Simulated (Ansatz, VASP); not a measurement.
# One calculation of LiNbO3, two programs

INCAR

```
PREC     = Accurate       # precision mode
ENCUT    = 520            # plane-wave cutoff, eV
EDIFF    = 1E-6           # SCF threshold, eV
ISMEAR   = 0              # smearing method
SIGMA    = 0.05           # smearing width, eV
LREAL    = F              # projectors in reciprocal space
LASPH    = T              # aspherical terms in the spheres
NELM     = 60             # most SCF steps
ALGO     = Normal         # electronic algorithm
ISIF     = 2              # what is computed and relaxed
LWAVE    = F              # write WAVECAR
LCHARG   = F              # write CHGCAR
GGA      = PE             # functional
NBANDS   = 45             # bands
```

File KPOINTS:

```
regular mesh
0
Gamma
  6 6 6
```

The input POSCAR:

```
LiNbO3
1.0
    2.6724500000      1.5429397270      4.8284000000
   -2.6724500000      1.5429397270      4.8284000000
    0.0000000000     -3.0858794537      4.8284000000
Li Nb O
2 2 6
Direct
    0.2500000000      0.2500000000      0.2500000000
    0.7500000000      0.7500000000      0.7500000000
    0.0000000000      0.0000000000      0.0000000000
    0.5000000000      0.5000000000      0.5000000000
    0.1303353734      0.3696646266      0.7500000000
    0.7500000000      0.1303353734      0.3696646266
    0.3696646266      0.7500000000      0.1303353734
    0.8696646266      0.6303353734      0.2500000000
    0.2500000000      0.8696646266      0.6303353734
    0.6303353734      0.2500000000      0.8696646266
```

Input for Ansatz:

```yaml
crystal:
  lattice:
    - [2.67245, 1.542939727, 4.8284]
    - [-2.67245, 1.542939727, 4.8284]
    - [0.0, -3.0858794537, 4.8284]
  atoms:
    - { symbol: Li, position: [0.25, 0.25, 0.25] }
    - { symbol: Li, position: [0.75, 0.75, 0.75] }
    - { symbol: Nb, position: [0.0, 0.0, 0.0] }
    - { symbol: Nb, position: [0.5, 0.5, 0.5] }
    - { symbol: O, position: [0.1303353734, 0.3696646266, 0.75] }
    - { symbol: O, position: [0.75, 0.1303353734, 0.3696646266] }
    - { symbol: O, position: [0.3696646266, 0.75, 0.1303353734] }
    - { symbol: O, position: [0.8696646266, 0.6303353734, 0.25] }
    - { symbol: O, position: [0.25, 0.8696646266, 0.6303353734] }
    - { symbol: O, position: [0.6303353734, 0.25, 0.8696646266] }
basis:
  ecutwfc: 520.0
kpoints:
  mp_grid: { grid: [6, 6, 6] }
hamiltonian:
  xc: pbe
  pseudopotentials: { kind: paw, azcp: { folder: soft_1 } }
scf:
  occupations: { method: gaussian, width: 0.05 }
output:
  forces: true
  stress: true
  eigenvalues: true
  write_density: true
  write_potential: true
  elf: true
  volumetric_format: npy
```

Alike in both runs: task single point; functional PBE; k mesh 6 × 6 × 6; occupations gaussian, width 0.05 eV; no spin polarisation.

```csv
,VASP,Ansatz
version,VASP 6.6.1,Ansatz 0.2.0
potentials or method,"VASP PAW PBE potentials, release 64 (Li_sv, Nb_sv, O), cutoff 520 eV","scalar-relativistic, plane waves, PAW"
valence electrons in the cell,68,68
```

|  | VASP | Ansatz | Ansatz less VASP |
| --- | --- | --- | --- |
| gap on the k mesh at the Fermi level (eV) | 2.15 | 2.16 | +0.015 |
| least direct gap on the mesh (eV) | 2.31 | 2.32 | +0.014 |
| rms of the force components (eV/Å) | 0.251 | 0.246 | -0.0051 |

Atom by atom the forces differ by 0.005 eV/Å (rms over components).

Noted on VASP's run: the cutoff is under 1.25 times that of the potentials, so the pressure is a little rough.
